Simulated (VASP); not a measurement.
# HfB2 (P6/mmm) in VASP: a series of runs

HfB2 is run at these levels: PBEsol; tasks: single point.

All numbers are computed with VASP 6.6.1; they aren't measurements. Logs are shortened: lines on timing, memory, paths and dates and some standing lists are left out, and cuts for length are marked.

**1. The cell of the first run**

It takes space group P6/mmm (No. 191, hexagonal). Conventional cell: a = 3.076 Å, b = 3.076 Å, c = 3.409 Å, α = 90.00°, β = 90.00°, γ = 120.00°. Hf (site symmetry 6/mmm) has 12 B at 2.46 Å and 6 Hf at 3.08 Å within 3.2 Å. B (site symmetry -6m2) has 3 B at 1.78 Å within 2.4 Å.

**2. Single point, PBEsol (volume scaled by 0.94)**

File INCAR:

```
SYSTEM = HfB2
PREC = Accurate ; ENCUT = 520
EDIFF = 1E-7 ; ISMEAR = -1
SIGMA = 0.03 ; LREAL = .False.
LASPH = .True. ; NELM = 60
ALGO = Normal ; ISIF = 2
LWAVE = .False. ; LCHARG = .False.
GGA = PS ; NBANDS = 15
```

File KPOINTS:

```
Automatic mesh
0
Gamma
  15 15 12
  0 0 0
```

File POSCAR:

```
HfB2
1.0
    3.0759004798      0.0000000000      0.0000000000
   -1.5379502400      2.6638079550      0.0000000000
    0.0000000000      0.0000000000      3.4089596583
Hf B
1 2
Direct
    0.0000000000      0.0000000000      0.0000000000
    0.3333333333      0.6666666667      0.5000000000
    0.6666666667      0.3333333333      0.5000000000
```

Potentials or basis: VASP PAW PBE potentials, release 64 (Hf_pv, B).

The run is started by

```bash
cat potpaw_PBE.64/Hf_pv/POTCAR potpaw_PBE.64/B/POTCAR > POTCAR
mpirun -np 1 vasp_std > vasp.out
```

OUTCAR:

```text
SYSTEM = HfB2
   PREC = Accurate
   ENCUT = 520
   EDIFF = 1E-7
   ISMEAR = -1
   LREAL = .False.
   LASPH = .True.
   NELM = 60
   ISIF = 2
   GGA = PS

 ion  position               nearest neighbor table
   1  0.000  0.000  0.000-   2 2.46   3 2.46   2 2.46   3 2.46   3 2.46   3 2.46   2 2.46   2 2.46
                             3 2.46   3 2.46   2 2.46   2 2.46
   2  0.333  0.667  0.500-   3 1.78   3 1.78   3 1.78   1 2.46   1 2.46   1 2.46   1 2.46   1 2.46
                             1 2.46
   3  0.667  0.333  0.500-   2 1.78   2 1.78   2 1.78   1 2.46   1 2.46   1 2.46   1 2.46   1 2.46
                             1 2.46

  LATTYP: Found a hexagonal cell.
 ALAT       =     3.0759004798
 C/A-ratio  =     1.1082802193

  Lattice vectors:

 A1 = (   3.0759004798,   0.0000000000,   0.0000000000)
 A2 = (  -1.5379502400,   2.6638079550,   0.0000000000)
 A3 = (   0.0000000000,   0.0000000000,   3.4089596583)

Analysis of symmetry for initial positions (statically):
=====================================================================
 Subroutine PRICEL returns:
 Original cell was already a primitive cell.

 Routine SETGRP: Setting up the symmetry group for a
 hexagonal supercell.

 Subroutine GETGRP returns: Found 24 space group operations
 (whereof 24 operations were pure point group operations)
 out of a pool of 24 trial point group operations.

The static configuration has the point symmetry D_6h.

Analysis of symmetry for dynamics (positions and initial velocities):
=====================================================================
 Subroutine PRICEL returns:
 Original cell was already a primitive cell.

 Routine SETGRP: Setting up the symmetry group for a
 hexagonal supercell.

 Subroutine GETGRP returns: Found 24 space group operations
 (whereof 24 operations were pure point group operations)
 out of a pool of 24 trial point group operations.

The dynamic configuration has the point symmetry D_6h.

 Subroutine INISYM returns: Found 24 space group operations
 (whereof 24 operations are pure point group operations),
 and found     1 'primitive' translations

----------------------------------------------------------------------------------------

                                     Primitive cell

  volume of cell :      27.9317

  direct lattice vectors                    reciprocal lattice vectors
     3.075900480  0.000000000  0.000000000     0.325108048  0.187701219  0.000000000
    -1.537950240  2.663807955  0.000000000     0.000000000  0.375402438  0.000000000
     0.000000000  0.000000000  3.408959658     0.000000000  0.000000000  0.293344627

  length of vectors
     3.075900480  3.075900480  3.408959658     0.375402438  0.375402438  0.293344627

  position of ions in fractional coordinates (direct lattice)
     0.000000000  0.000000000  0.000000000
     0.333333333  0.666666667  0.500000000
     0.666666667  0.333333333  0.500000000

  ion indices of the primitive-cell ions
   primitive index   ion index
                 1           1
                 2           2
                 3           3

----------------------------------------------------------------------------------------

 KPOINTS: Automatic mesh

Automatic generation of k-mesh.
 Grid dimensions read from file:
 generate k-points for:   15   15   12

 Generating k-lattice:

  Cartesian coordinates                     Fractional coordinates (reciprocal lattice)
     0.021673870  0.012513415  0.000000000     0.066666667 -0.000000000  0.000000000
     0.000000000  0.025026829  0.000000000     0.000000000  0.066666667  0.000000000
     0.000000000  0.000000000  0.024445386     0.000000000  0.000000000  0.083333333

  Length of vectors
     0.025026829  0.025026829  0.024445386

  Shift w.r.t. Gamma in fractional coordinates (k-lattice)
     0.000000000  0.000000000  0.000000000

 Subroutine IBZKPT returns following result:
 ===========================================

 Found    189 irreducible k-points:

 Following reciprocal coordinates:
            Coordinates               Weight
  0.000000  0.000000  0.000000      1.000000
  0.066667 -0.000000  0.000000      6.000000
  0.133333 -0.000000  0.000000      6.000000
  0.200000 -0.000000  0.000000      6.000000
  0.266667 -0.000000  0.000000      6.000000
  0.333333  0.000000  0.000000      6.000000
[... 16 lines left out ...]
  0.333333  0.200000  0.000000     12.000000
  0.400000  0.200000  0.000000      6.000000
 [... further k-points ...]
   k-points           NKPTS =    189   k-points in BZ     NKDIM =    189   number of bands    NBANDS=     15
   number of dos      NEDOS =    301   number of ions     NIONS =      3
   total plane-waves  NPLWV =  16128
   dimension x,y,z NGX =    24 NGY =   24 NGZ =   28
   dimension x,y,z NGXF=    48 NGYF=   48 NGZF=   56
   ions per type =               1   2
   NGX,Y,Z   is equivalent  to a cutoff of  12.97, 12.97, 13.65 a.u.
[... 36 lines left out ...]
   GGA     = PS    functional components
   LHFCALC =     F    Hartree Fock is set to
   AEXX    =    0.0000 exact exchange contribution
   IVDW    =     0    specifies the selected vdW correction
   LEPSILON=     F    determine dielectric tensor
   LRPA    =     F    only Hartree local field effects (RPA)
 non-spin polarized calculation
  energy-cutoff  :      520.00
  volume of cell :       27.93
 maximum number of plane-waves:       769
 NGX is ok and might be reduce to    24
   NGX = 11   NGY = 11   NGZ = 13

 number of electron      16.0000002 magnetization

 Free energy of the ion-electron system (eV)
  ---------------------------------------------------
  ext. energy  EPLUGINS =         0.00000000
  ---------------------------------------------------
  free energy    TOTEN  =       -27.81577729 eV

  energy without entropy =      -27.81508389  energy(sigma->0) =      -27.81543059

 E-fermi :   8.0565     XC(G=0): -12.9736

 val. band max:        8.0541201822   @ k =   0.0667   0.0667   0.4167
 cond. band min:       8.0807565503   @ k =   0.1333   0.1333   0.2500
 fundamental gap:      0.0266363680
 Fermi energy:         8.0564809215

 k-point     1 :       0.0000    0.0000    0.0000
  band No.  band energies     occupation
      1     -22.3473      2.00000
      2     -21.7494      2.00000
      3     -21.7494      2.00000
      4      -6.0315      2.00000
      5       4.8398      2.00000
      6       5.0243      2.00000
      7       5.0243      2.00000
      8       5.3247      2.00000
      9      12.3538      0.00000
     10      12.3538      0.00000
     11      13.0494      0.00000
     12      13.0494      0.00000
     13      13.3142      0.00000
     14      13.3142      0.00000
     15      13.5660      0.00000

 k-point     2 :       0.0667   -0.0000    0.0000
  band No.  band energies     occupation
      1     -22.3400      2.00000
      2     -21.7942      2.00000
      3     -21.7592      2.00000
      4      -5.9280      2.00000
      5       4.7466      2.00000
      6       4.9458      2.00000
      7       5.0261      2.00000
      8       5.2222      2.00000
      9      12.1068      0.00000
     10      12.2781      0.00000
     11      12.4199      0.00000
     12      12.4958      0.00000
     13      13.7834      0.00000
     14      14.2100      0.00000
     15      14.2365      0.00000

 k-point     3 :       0.1333   -0.0000    0.0000
  band No.  band energies     occupation
      1     -22.3192      2.00000
      2     -21.9186      2.00000
      3     -21.7865      2.00000
      4      -5.6265      2.00000
      5       4.0394      2.00000
      6       4.9568      2.00000
      7       5.0165      2.00000
      8       5.2210      2.00000
      9      11.0828      0.00000
     10      12.0203      0.00000
     11      12.0732      0.00000
     12      12.7285      0.00000
     13      14.3185      0.00000
     14      15.2030      0.00000
     15      15.5053      0.00000
[... 343 lines left out ...]
 k-point    23 :       0.3333    0.2000    0.0000
  band No.  band energies     occupation
      1     -22.5724      2.00000
      2     -22.1681      2.00000
      3     -22.1625      2.00000
      4      -1.9818      2.00000
      5      -0.0271      2.00000
      6       1.9345      2.00000
      7       4.2295      2.00000
      8       7.1512      2.00000
      9       7.8062      1.99952
     10      10.4638      0.00000
     11      13.7672      0.00000
     12      15.4437      0.00000
     13      17.1259      0.00000
     14      18.5339      0.00000
     15      18.8858      0.00000

 k-point    24 :       0.4000    0.2000    0.0000
  band No.  band energies     occupation
      1     -22.5900      2.00000
      2     -22.1846      2.00000
      3     -22.1620      2.00000
      4      -1.2910      2.00000
      5      -0.7306      2.00000
      6       1.8246      2.00000
      7       4.2682      2.00000
      8       6.9217      2.00000
      9       7.7612      1.99989
     10      11.2220      0.00000
     11      12.9918      0.00000
     12      15.4089      0.00000
     13      17.7250      0.00000
     14      18.8267      0.00000
     15      19.2633      0.00000

 [... further k-points ...]
[... 5 lines left out ...]
  --------------------------------------------------------------------------------------
  -------------------------------------------------------------------------------------
  Total        2.4226942      2.4226942      1.8921216     -0.0000000      0.0000000     -0.0000000
  in kB      138.9671420    138.9671420    108.5331904     -0.0000000      0.0000000     -0.0000000
  external PRESSURE =     128.8224915 kB  Pullay stress =       0.0000000 kB

 VOLUME and BASIS-vectors are now :
 -----------------------------------------------------------------------------
  energy-cutoff  :      520.00
  volume of cell :       27.93
      direct lattice vectors                 reciprocal lattice vectors
     3.075900480  0.000000000  0.000000000     0.325108048  0.187701219  0.000000000
    -1.537950240  2.663807955  0.000000000     0.000000000  0.375402438  0.000000000
     0.000000000  0.000000000  3.408959658     0.000000000  0.000000000  0.293344627

 POSITION                                       TOTAL-FORCE (eV/Angst)
 -----------------------------------------------------------------------------------
      0.00000      0.00000      0.00000        -0.000000      0.000000      0.000000
     -0.00000      1.77587      1.70448        -0.000000      0.000000      0.000000
      1.53795      0.88794      1.70448         0.000000     -0.000000      0.000000
 -----------------------------------------------------------------------------------
    total drift:                               -0.000000      0.000000      0.000000

  FREE ENERGIE OF THE ION-ELECTRON SYSTEM (eV)
  ---------------------------------------------------
  free  energy   TOTEN  =       -27.8157772850 eV

  energy  without entropy=      -27.8150838875  energy(sigma->0) =      -27.81543059
```

Run time: 1.8 min. Hardware: 1 thread of AMD EPYC, shared host; peak memory 0.17 GiB.

Results:

| Property | Result |
| --- | --- |
| Free energy | -27.8158 eV |
| Pressure | 12.9 GPa |
| Band gap on the k mesh | zero (band 8 reaches 8.86 eV, above the bottom of band 9 at 7.76 eV) |

Levels at points of the mesh, in eV from the Fermi level:
| k point | band 5 | band 6 | band 7 | band 8 | band 9 | band 10 | band 11 | band 12 |
| --- | --- | --- | --- | --- | --- | --- | --- | --- |
| (0.00, 0.00, 0.00) | -3.22 | -3.03 | -3.03 | -2.73 | 4.30 | 4.30 | 4.99 | 4.99 |
| (0.00, 0.00, 0.50) | -8.63 | -1.19 | -1.19 | 0.29 | 0.29 | 1.02 | 1.02 | 2.36 |

Caveat: the PAW data sets were made with another functional, which shifts forces and pressure a little; spin-orbit coupling is left out, which moves the levels of the heavy elements.

**3. Single point, PBEsol (volume scaled by 0.98)**

File INCAR:

```
SYSTEM = HfB2
  PREC = Accurate
  ENCUT = 520
  EDIFF = 1E-6
  ISMEAR = -1
  SIGMA = 0.03
  LREAL = .FALSE.
  LASPH = .TRUE.
  NELM = 100
  ALGO = Normal
  ISIF = 2
  LWAVE = .FALSE.
  LCHARG = .FALSE.
  GGA = PS
  NBANDS = 15
```

File KPOINTS:

```
regular mesh
0
G
  15 15 12
  0 0 0
```

File POSCAR:

```
HfB2
1.0
    3.1189256393      0.0000000000      0.0000000000
   -1.5594628197      2.7010688362      0.0000000000
    0.0000000000      0.0000000000      3.4566435916
Hf B
1 2
Direct
    0.0000000000      0.0000000000      0.0000000000
    0.3333333333      0.6666666667      0.5000000000
    0.6666666667      0.3333333333      0.5000000000
```

Potentials or basis: VASP PAW PBE potentials, release 64 (Hf_pv, B).

The run is started by

```bash
cat potpaw_PBE.64/Hf_pv/POTCAR potpaw_PBE.64/B/POTCAR > POTCAR
mpirun -np 1 vasp_std > vasp.out
```

Wall time 1.8 min (1 thread of AMD EPYC, shared host); peak memory 0.17 GiB.

It converged, with:

```
Free energy            : -27.8654 eV
Pressure               : 0.7 GPa
Band gap on the k mesh : zero (band 8 reaches 8.50 eV, above the bottom of band 9 at 7.45 eV)
```

Stress tensor (GPa, compression positive):
```
 1.32  0.00  0.00
 0.00  1.32  0.00
 0.00  0.00 -0.42
```

Levels at points of the mesh, in eV from the Fermi level:
| k point | band 6 | band 7 | band 8 | band 9 | band 10 | band 11 |
| --- | --- | --- | --- | --- | --- | --- |
| (0.00, 0.00, 0.00) | -2.95 | -2.95 | -2.76 | 4.08 | 4.08 | 4.76 |
| (0.00, 0.00, 0.50) | -1.18 | -1.18 | 0.28 | 0.28 | 0.98 | 0.98 |

Caveat: the PAW data sets were made with another functional, which shifts forces and pressure a little; spin-orbit coupling is left out, which moves the levels of the heavy elements.

**4. Single point, PBEsol (volume scaled by 1.01)**

File INCAR:

```
  PREC = Accurate
  ENCUT = 520
  EDIFF = 1E-6
  ISMEAR = -1
  SIGMA = 0.03
  LREAL = False
  LASPH = True
  NELM = 80
  ALGO = Normal
  ISIF = 2
  LWAVE = False
  LCHARG = True
  GGA = PS
  LELF = True
  LVHAR = True
  NBANDS = 15
```

File KPOINTS:

```
regular mesh
0
Gamma
  15 15 12
```

File POSCAR:

```
HfB2
1.0
    3.1504320712      0.0000000000      0.0000000000
   -1.5752160356      2.7283542065      0.0000000000
    0.0000000000      0.0000000000      3.4915615467
Hf B
1 2
Direct
    0.0000000000      0.0000000000      0.0000000000
    0.3333333333      0.6666666667      0.5000000000
    0.6666666667      0.3333333333      0.5000000000
```

The run is started by

```bash
cat potpaw_PBE.64/Hf_pv/POTCAR potpaw_PBE.64/B/POTCAR > POTCAR
mpirun -np 1 vasp_std > vasp.out
```

It took 1.9 min on 1 thread of AMD EPYC, shared host; peak memory 0.18 GiB.

The run converged. Its results:

```
Free energy            : -27.8481 eV
Pressure               : -6.9 GPa
Band gap on the k mesh : zero (band 8 reaches 8.23 eV, above the bottom of band 9 at 7.22 eV)
```

Stress tensor (GPa, compression positive):
```
-6.63  0.00  0.00
 0.00 -6.63  0.00
 0.00  0.00 -7.45
```

Levels at points of the mesh, in eV from the Fermi level:
```
           k point  band 6  band 7  band 8  band 9  band 10  band 11
(0.00, 0.00, 0.00)   -2.88   -2.88   -2.77    3.92     3.92     4.59
(0.00, 0.00, 0.50)   -1.18   -1.18    0.27    0.27     0.95     0.95
```

Caveat: the PAW data sets were made with another functional, which shifts forces and pressure a little; spin-orbit coupling is left out, which moves the levels of the heavy elements.

**5. Single point, PBEsol (volume scaled by 1.04)**

File INCAR:

```
ALGO     = Normal         # electronic algorithm
EDIFF    = 1E-6           # SCF threshold, eV
ENCUT    = 520            # plane-wave cutoff, eV
GGA      = PS             # functional
ISIF     = 2              # what is computed and relaxed
ISMEAR   = -1             # smearing method
LASPH    = T              # aspherical terms in the spheres
LCHARG   = F              # write CHGCAR
LREAL    = F              # projectors in reciprocal space
LWAVE    = F              # write WAVECAR
NBANDS   = 15             # bands
NELM     = 80             # most SCF steps
PREC     = Accurate       # precision mode
SIGMA    = 0.03           # smearing width, eV
```

File KPOINTS:

```
k-points
0
Gamma
  15 15 12
```

File POSCAR:

```
HfB2
1.0
    3.1813206298      0.0000000000      0.0000000000
   -1.5906603150      2.7551044830      0.0000000000
    0.0000000000      0.0000000000      3.5257947253
Hf B
1 2
Direct
    0.0000000000      0.0000000000      0.0000000000
    0.3333333333      0.6666666667      0.5000000000
    0.6666666667      0.3333333333      0.5000000000
```

The run is started by

```bash
cat potpaw_PBE.64/Hf_pv/POTCAR potpaw_PBE.64/B/POTCAR > POTCAR
mpirun -np 1 vasp_std > vasp.out
```

Wall time 1.8 min (1 thread of AMD EPYC, shared host); peak memory 0.18 GiB.

Results (log left out):

```
Free energy            : -27.7913 eV
Pressure               : -13.5 GPa
Band gap on the k mesh : zero (band 8 reaches 7.98 eV, above the bottom of band 9 at 7.01 eV)
```

Levels at points of the mesh, in eV from the Fermi level:
```
           k point  band 5  band 6  band 7  band 8  band 9  band 10  band 11  band 12
(0.00, 0.00, 0.00)   -2.96   -2.83   -2.83   -2.78    3.78     3.78     4.44     4.44
(0.00, 0.00, 0.50)   -8.24   -1.17   -1.17    0.26    0.26     0.92     0.92     2.08
```

Caveat: the PAW data sets were made with another functional, which shifts forces and pressure a little; spin-orbit coupling is left out, which moves the levels of the heavy elements.

**6. Single point, PBEsol (volume scaled by 0.96)**

File INCAR:

```
ALGO = Normal
EDIFF = 1E-6
ENCUT = 520
GGA = PS
ISIF = 2
ISMEAR = -1
LASPH = T
LCHARG = F
LREAL = F
LWAVE = F
NBANDS = 15
NELM = 60
PREC = Accurate
SIGMA = 0.03
```

KPOINTS is that of step 5.

File POSCAR:

```
HfB2
1.0
    3.0975624645      0.0000000000      0.0000000000
   -1.5487812323      2.6825677840      0.0000000000
    0.0000000000      0.0000000000      3.4329672075
Hf B
1 2
Direct
    0.0000000000      0.0000000000      0.0000000000
    0.3333333333      0.6666666667      0.5000000000
    0.6666666667      0.3333333333      0.5000000000
```

Potentials or basis: VASP PAW PBE potentials, release 64 (Hf_pv, B).

The run is started by

```bash
cat potpaw_PBE.64/Hf_pv/POTCAR potpaw_PBE.64/B/POTCAR > POTCAR
mpirun -np 1 vasp_std > vasp.out
```

Run time: 23 s. Hardware: 1 thread of Intel Xeon 6975P-C (Granite Rapids), shared host; peak memory 0.2 GiB.

It converged, with:

- Free energy: -27.8518 eV
- Pressure: 6.5 GPa
- Band gap on the k mesh: zero (band 8 reaches 8.68 eV, above the bottom of band 9 at 7.60 eV)

Stress tensor (GPa, compression positive):
```
7.30 0.00 0.00
0.00 7.30 0.00
0.00 0.00 4.92
```

Levels at points of the mesh, in eV from the Fermi level:
```csv
k point,band 5,band 6,band 7,band 8,band 9,band 10,band 11,band 12
"(0.00, 0.00, 0.00)",-3.16,-2.99,-2.99,-2.75,4.19,4.19,4.87,4.87
"(0.00, 0.00, 0.50)",-8.55,-1.19,-1.19,0.29,0.29,1.00,1.00,2.30
```

Caveat: the PAW data sets were made with another functional, which shifts forces and pressure a little; spin-orbit coupling is left out, which moves the levels of the heavy elements.

**7. Overview**

| cell | gap on the mesh (eV) | pressure (GPa) |
| --- | --- | --- |
| a = 3.076, b = 3.076, c = 3.409 Å, angles 90.0, 90.0, 120.0°, 3 atoms | none | 12.9 |
| a = 3.119, b = 3.119, c = 3.457 Å, angles 90.0, 90.0, 120.0°, 3 atoms | none | 0.7 |
| a = 3.150, b = 3.150, c = 3.492 Å, angles 90.0, 90.0, 120.0°, 3 atoms | none | -6.9 |
| a = 3.181, b = 3.181, c = 3.526 Å, angles 90.0, 90.0, 120.0°, 3 atoms | none | -13.5 |
| a = 3.098, b = 3.098, c = 3.433 Å, angles 90.0, 90.0, 120.0°, 3 atoms | none | 6.5 |

Alike in all rows: task single point; level PBEsol; potentials or basis VASP PAW PBE potentials, release 64 (Hf_pv, B); no spin polarisation; k mesh 15 × 15 × 12; cutoff (eV) 520; smearing fermi-dirac 0.03 eV.

Caveats: the PAW data sets were made with another functional, which shifts forces and pressure a little; spin-orbit coupling is left out, which moves the levels of the heavy elements.

Absolute energies hang on the potentials; compare differences alone.
